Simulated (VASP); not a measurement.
A run of VASP 6.6.1 is set up as follows.

POSCAR

```
GaAs
1.0
    0.0000000000      2.8330850957      2.8330850957
    2.8330850957      0.0000000000      2.8330850957
    2.8330850957      2.8330850957      0.0000000000
Ga As
1 1
Direct
    0.0000000000      0.0000000000      0.0000000000
    0.2500000000      0.2500000000      0.2500000000
```

The input INCAR.step1:

```
  PREC = Accurate
  ENCUT = 520
  EDIFF = 1E-5
  ISMEAR = 0
  SIGMA = 0.01
  LREAL = F
  LASPH = T
  NELM = 60
  ALGO = Normal
  ISIF = 2
  LWAVE = T
  LCHARG = F
  NBANDS = 16
  GGA = PE
```

Contents of INCAR.step2:

```
  PREC = Accurate
  ENCUT = 520
  EDIFF = 1E-6
  ISMEAR = 0
  SIGMA = 0.01
  LREAL = F
  LASPH = T
  NELM = 60
  ALGO = Normal
  ISIF = 2
  LWAVE = F
  LCHARG = F
  GGA = PE
  LHFCALC = T
  HFSCREEN = 0.2079
  PRECFOCK = Normal
  NBANDS = 16
  ISTART = 1
```

The input KPOINTS:

```
regular mesh
0
Gamma
  6 6 6
```

Potentials or basis: VASP PAW PBE potentials, release 64 (Ga_d, As).

Run with:

```console
$ cat potpaw_PBE.64/Ga_d/POTCAR potpaw_PBE.64/As/POTCAR > POTCAR
$ cp INCAR.step1 INCAR
$ mpirun -np 1 vasp_std > vasp.out
$ cp INCAR.step2 INCAR
$ mpirun -np 1 vasp_std > vasp.out
```

(1) Predict the pressure.

(2) Estimate the band gap on the k mesh.

Answers

(1) 0.5 GPa.

(2) 1.36 eV.

Caveat: the PAW data sets were made with another functional, which shifts forces and pressure a little.
